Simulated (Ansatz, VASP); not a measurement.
# AlCo: VASP beside Ansatz

File INCAR:

```
PREC = Accurate
ENCUT = 520
EDIFF = 1E-6
ISMEAR = 0
SIGMA = 0.15
LREAL = F
LASPH = T
NELM = 60
ALGO = Normal
ISIF = 2
LWAVE = F
LCHARG = F
GGA = PS
NBANDS = 13
```

KPOINTS

```
regular mesh
0
Gamma
  16 16 16
```

The input POSCAR:

```
AlCo
1.0
    2.5938509532      0.0000000000      0.0000000000
    0.0000000000      2.5938509532      0.0000000000
    0.0000000000      0.0000000000      2.8194032100
Al Co
1 1
Direct
    0.0000000000      0.0000000000      0.0000000000
    0.5000000000      0.5000000000      0.5000000000
```

Input for Ansatz:

```yaml
crystal:
  lattice:
    - [2.5938509532, 0.0, 0.0]
    - [0.0, 2.5938509532, 0.0]
    - [0.0, 0.0, 2.81940321]
  atoms:
    - { symbol: Al, position: [0.0, 0.0, 0.0] }
    - { symbol: Co, position: [0.5, 0.5, 0.5] }
basis:
  ecutwfc: 420
kpoints:
  mp_grid: { grid: [16, 16, 16] }
hamiltonian:
  xc: pbesol
scf:
  occupations: { method: gaussian, width: 0.15 }
output:
  forces: true
  stress: true
  eigenvalues: true
  write_density: true
  write_potential: true
  elf: true
  volumetric_format: npy
```

Change from the starting cell: strain -0.080 along x and y, +0.000 along z, atoms carried along.

Alike in both runs: task single point; functional PBEsol; k mesh 16 × 16 × 16; occupations gaussian, width 0.15 eV; no spin polarisation.

|  | VASP | Ansatz |
| --- | --- | --- |
| version | VASP 6.6.1 | Ansatz 0.2.0 |
| potentials or method | VASP PAW PBE potentials, release 64 (Al, Co), cutoff 520 eV | scalar-relativistic, plane waves, PAW |
| valence electrons in the cell | 12 | 20 |

|  | VASP | Ansatz | Ansatz less VASP |
| --- | --- | --- | --- |
| gap on the k mesh at the Fermi level (eV) | none | none | - |
| pressure (GPa) | 48.8 | 48.6 | -0.22 |
| traceless stress, the component that is largest in VASP (GPa) | -12.06 | -12.03 | +0.037 |

VASP's potentials were made for PBE, not for PBEsol. A gap of «none» marks a metal or a gap that the smearing closes. Both programs put the cell under a high pressure, so it lies far from rest at this level. The functional is the same, so the differences come from potentials, cutoffs and numerics. VASP's potentials hold 12 valence electrons a cell and Ansatz's 20, so a difference there can come from the potentials and not from the codes.
